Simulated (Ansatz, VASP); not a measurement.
# NaH: VASP beside Ansatz

The input INCAR:

```
PREC = Accurate
ENCUT = 520
EDIFF = 1E-8
ISMEAR = -1
SIGMA = 0.03
LREAL = False
LASPH = True
NELM = 60
ALGO = Normal
ISIF = 2
LWAVE = False
LCHARG = False
GGA = PS
LEFG = True
NBANDS = 11
```

KPOINTS

```
regular mesh
0
Gamma
  9 9 9
```

File POSCAR:

```
NaH
1.0
    0.0000000000      2.3901901053      2.3901901053
    2.3901901053      0.0000000000      2.3901901053
    2.3901901053      2.3901901053      0.0000000000
Na H
1 1
Direct
    0.0000000000      0.0000000000      0.0000000000
    0.5000000000      0.5000000000      0.5000000000
```

Input for Ansatz:

```yaml
crystal:
  lattice:
    - [0.0, 2.3901901053, 2.3901901053]
    - [2.3901901053, 0.0, 2.3901901053]
    - [2.3901901053, 2.3901901053, 0.0]
  atoms:
    - { symbol: Na, position: [0.0, 0.0, 0.0] }
    - { symbol: H, position: [0.5, 0.5, 0.5] }
kpoints:
  mp_grid: { grid: [9, 9, 9] }
scf:
  occupations: { method: fermi_dirac, width: 0.03 }
hamiltonian:
  xc: pbesol
  pseudopotentials: { kind: paw }
output:
  forces: true
  stress: true
  eigenvalues: true
  efg: { contact_densities: true }
```

Change from the starting cell: volume scaled by 0.94, PAW files.

Alike in both runs: task electric field gradients; functional PBEsol; k mesh 9 × 9 × 9; occupations fermi-dirac, width 0.03 eV; no spin polarisation.

|  | VASP | Ansatz |
| --- | --- | --- |
| version | VASP 6.6.1 | Ansatz 0.2.0 |
| potentials or method | VASP PAW PBE potentials, release 64 (Na_pv, H) | PAW with Ansatz's default frozen-core files, scalar-relativistic |
| plane-wave cutoff (eV) | 520 | 420 |
| valence electrons in the cell | 8 | 10 |

|  | VASP | Ansatz | Ansatz less VASP |
| --- | --- | --- | --- |
| gap on the k mesh at the Fermi level (eV) | 3.93 | 3.93 | +0.002 |
| pressure (GPa) | 0.2 | 0.2 | 0.00 |

VASP's potentials were made for PBE, not for PBEsol. With one functional, cell and mesh, what is left measures potentials, basis and numerics. VASP's potentials hold 8 valence electrons a cell and Ansatz's 10, so a difference there can come from the potentials and not from the codes.
